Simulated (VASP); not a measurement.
Here is a VASP 6.6.1 calculation.

INCAR

```
SYSTEM = Cu
PREC = Accurate
ENCUT = 520
EDIFF = 1E-6
ISMEAR = 1
SIGMA = 0.1
LREAL = .False.
LASPH = .True.
NELM = 100
ALGO = Normal
ISIF = 2
LWAVE = .False.
LCHARG = .True.
LDIPOL = .True.
IDIPOL = 3
DIPOL = 0.5 0.5 0.500
LELF = .True.
LVHAR = .True.
LVACPOTAV = .True.
NBANDS = 60
```

Contents of KPOINTS:

```
regular mesh
0
Gamma
  13 13 1
  0 0 0
```

File POSCAR:

```
Cu
1.0
    2.4875760380      0.0000000000      0.0000000000
    0.0000000000      2.4875760380      0.0000000000
    0.0000000000      0.0000000000     30.0718550810
Cu
9
Direct
    0.0000000000      0.0000000000      0.2677705817
    0.5000000000      0.5000000000      0.3243724521
    0.0000000000      0.0000000000      0.3830596189
    0.5000000000      0.5000000000      0.4415210731
    0.0000000000      0.0000000000      0.4999999982
    0.5000000000      0.5000000000      0.5584789249
    0.0000000000      0.0000000000      0.6169403812
    0.5000000000      0.5000000000      0.6756275496
    0.0000000000      0.0000000000      0.7322294202
```

Potentials or basis: VASP PAW LDA potentials, release 64 (Cu).

Launch:

```bash
$ cat potpaw_LDA.64/Cu/POTCAR > POTCAR
$ mpirun -np 1 vasp_std > vasp.out
```

Question: Predict the band gap on the k mesh.

Answer: Zero (an odd number of electrons rules out a gap without spin polarisation).

Question: Estimate the largest force.

Answer: 0.043 eV/Å.

Forces on the atoms (eV/Å):
```
Cu   0.000  0.000 -0.043
Cu   0.000  0.000  0.006
Cu   0.000  0.000  0.000
Cu   0.000  0.000  0.002
Cu   0.000  0.000  0.000
Cu   0.000  0.000 -0.002
Cu   0.000  0.000  0.000
Cu   0.000  0.000 -0.006
Cu   0.000  0.000  0.043
```
